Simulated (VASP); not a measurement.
**WSe2: single point with PBEsol**

**Experimental background.**

From “Time-resolved XUV ARPES with tunable 24–33 eV laser pulses at 30 meV resolution”, 2019, pmc:6684652, for a bulk crystal of WSe2: band gap 1.3 eV (indirect).

Crystal: WSe2.

```
CELL_PARAMETERS angstrom
3.27106 0.00000 0.00000
-1.63553 2.83282 0.00000
0.00000 0.00000 13.22497
ATOMIC_POSITIONS crystal
W 0.33333 0.66667 0.25000
W 0.66667 0.33333 0.75000
Se 0.33333 0.66667 0.62341
Se 0.66667 0.33333 0.12341
Se 0.33333 0.66667 0.87659
Se 0.66667 0.33333 0.37659
```

```
Program             : VASP 6.6.1
Task                : single point
Functional          : PBEsol
Potentials or basis : VASP PAW PBE potentials, release 64 (W_sv, Se)
Cutoff              : 520 eV
k mesh              : 12 × 12 × 2
Occupations         : fermi-dirac, width 0.02 eV
Spin                : no spin polarisation
```

```json
{
 "Pressure": "0.4 GPa",
 "Largest force": "0.061 eV/Å",
 "Band gap on the k mesh": "1.04 eV (least direct gap 1.59 eV)"
}
```

Forces in eV/Å, atoms in the order of the input:
```
W    0.000  0.000  0.000
W    0.000  0.000  0.000
Se   0.000  0.000 -0.061
Se   0.000  0.000 -0.061
Se   0.000  0.000  0.061
Se   0.000  0.000  0.061
```

Stress tensor (GPa, compression positive):
```
0.37 0.00 0.00
0.00 0.37 0.00
0.00 0.00 0.53
```

Levels at points of the mesh, in eV from the valence-band top:
```
           k point  band 23  band 24  band 25  band 26  band 27  band 28  band 29  band 30
(0.00, 0.00, 0.00)    -1.38    -1.19    -1.09     0.00     2.80     2.80     2.84     2.84
(0.50, 0.00, 0.00)    -1.34    -1.23    -1.18    -0.99     2.28     2.31     2.42     2.78
(0.00, 0.00, 0.50)    -1.40    -1.40    -0.24    -0.24     2.81     2.81     2.81     2.81
(0.50, 0.00, 0.50)    -1.27    -1.27    -1.09    -1.09     2.30     2.30     2.63     2.63
```

Run time: 3.5 min on 1 thread of Intel Xeon 8259CL, on a shared host, peak memory 0.3 GiB.

A measured gap of WSe2 is 1.3 eV (indirect; “Time-resolved XUV ARPES with tunable 24–33 eV laser pulses at 30 meV resolution”, 2019, pmc:6684652); the calculated 1.04 eV misses it by -0.26 eV. Spin-orbit coupling on Se, W is left out. The value is that of PBEsol on a finite k mesh, which can miss the band edges, without temperature or zero-point motion. Semilocal functionals fall short of measured gaps as a rule.

Caveat: the PAW data sets were made with another functional, which shifts forces and pressure a little; spin-orbit coupling is left out, which moves the levels of the heavy elements; this functional lacks dispersion, which binds layers or chains, so the pressure and a relaxed spacing across them are unreliable.
